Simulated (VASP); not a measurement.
Crystal: SnGe5.

```
CELL_PARAMETERS angstrom
0.00000 4.14655 4.14655
4.14655 0.00000 4.14655
4.14655 4.14655 0.00000
ATOMIC_POSITIONS crystal
Sn 0.00000 0.00000 0.00000
Ge 0.50000 0.50000 0.50000
Ge 0.34595 0.34595 0.34595
Ge 0.34595 0.34595 0.96216
Ge 0.34595 0.96216 0.34595
Ge 0.96216 0.34595 0.34595
```

```yaml
Program: VASP 6.6.1
Task: relaxation of cell and atoms
Functional: PBE
Potentials_or_basis: VASP PAW PBE potentials, release 64 (Sn_d, Ge_d)
Cutoff: 600 eV
k_mesh: 4 × 4 × 4
Occupations: gaussian, width 0.1 eV
Spin: no spin polarisation
```

At the start: pressure 24.8 GPa; volume 23.77 Å³/atom.

**Question.** Where does the relaxation end?

**Answer.** Over 8 steps the energy falls by 563.2 meV/atom and the volume is 33.29 Å³/atom (+40.1 %); space group F-43m (No. 216, to 0.05 Å).

The path:
| step | energy change (eV) | largest force (eV/Å) | pressure (GPa) | volume (Å³) |
| --- | --- | --- | --- | --- |
| 1 | 0.0000 | 3.9389 | 24.78 | 142.59 |
| 2 | -2.0977 | 1.8526 | -2.43 | 232.67 |
| 3 | -2.9747 | 1.8770 | 2.77 | 185.44 |
| 4 | -2.9708 | 1.9661 | 2.05 | 188.90 |
| 5 | -2.9745 | 1.9310 | 2.35 | 187.42 |
| 6 | -3.3522 | 0.3655 | -0.91 | 204.79 |
| 7 | -3.3522 | 0.3581 | -0.91 | 204.90 |
| 8 | -3.3791 | 0.0046 | -0.01 | 199.75 |

Final structure:
```
Sn Ge
1.0
     0.00000    4.63962    4.63962
     4.63962    0.00000    4.63962
     4.63962    4.63962    0.00000
Sn Ge
1 5
Cartesian
  0.0000 0.0000 0.0000
  4.6396 4.6396 4.6396
  3.2320 3.2320 3.2320
  6.0472 6.0472 3.2320
  6.0472 3.2320 6.0472
  3.2320 6.0472 6.0472
```

Caveat: the volume moved by over 15 % at a fixed basis, so the end points are rough.
